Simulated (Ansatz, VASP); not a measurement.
## Pt: VASP beside Ansatz

File INCAR:

```
SYSTEM = Pt
PREC = Accurate ; ENCUT = 520
EDIFF = 1E-6 ; ISMEAR = -1
SIGMA = 0.1 ; LREAL = .FALSE.
LASPH = .TRUE. ; NELM = 100
ALGO = Normal ; ISIF = 2
LWAVE = .FALSE. ; LCHARG = .FALSE.
GGA = CA ; NBANDS = 11
```

Contents of KPOINTS:

```
regular mesh
0
G
  17 17 17
  0 0 0
```

POSCAR

```
Pt
1.0
    2.5701580574      0.0000000000      0.0000000000
    0.0000000000      2.5701580574      0.0000000000
    0.0000000000      0.0000000000      2.5701580574
Pt
1
Direct
    0.0000000000      0.0000000000      0.0000000000
```

Input for Ansatz:

```yaml
crystal:
  lattice:
    - [2.5701580574, 0.0, 0.0]
    - [0.0, 2.5701580574, 0.0]
    - [0.0, 0.0, 2.5701580574]
  atoms:
    - { symbol: Pt, position: [0.0, 0.0, 0.0] }
kpoints:
  mp_grid: { grid: [17, 17, 17] }
  band_path:
    path:
      - [0.0, 0.0, 0.0]
      - [0.0, 0.5, 0.0]
      - [0.5, 0.5, 0.0]
      - [0.0, 0.0, 0.0]
      - [0.5, 0.5, 0.5]
      - [0.0, 0.5, 0.0]
      - [0.5, 0.5, 0.5]
      - [0.5, 0.5, 0.0]
    npoints: 14
scf:
  occupations: { method: fermi_dirac, width: 0.1 }
hamiltonian:
  xc: lda
  pseudopotentials: { kind: all_electron, lapw: { basis_error: 0.001 } }
output:
  forces: true
  stress: true
  eigenvalues: true
  populations: true
  dos: { projected: true, de: 0.2, e_range: [-14, 8] }
```

Alike in both runs: task single point; functional LDA; k mesh 17 × 17 × 17; occupations fermi-dirac, width 0.1 eV; no spin polarisation.

|  | VASP | Ansatz |
| --- | --- | --- |
| version | VASP 6.6.1 | Ansatz 0.2.0 |
| potentials or method | VASP PAW LDA potentials, release 64 (Pt), cutoff 520 eV | all-electron LAPW, scalar-relativistic |

|  | VASP | Ansatz | Ansatz less VASP |
| --- | --- | --- | --- |
| pressure (GPa) | 0.4 | 0.0 | -0.42 |

LDA's correlation is that of Perdew and Zunger in VASP and of Perdew and Wang (1992) in Ansatz. Ansatz ran all-electron here, and VASP with PAW potentials.

Spin-orbit coupling is off throughout.
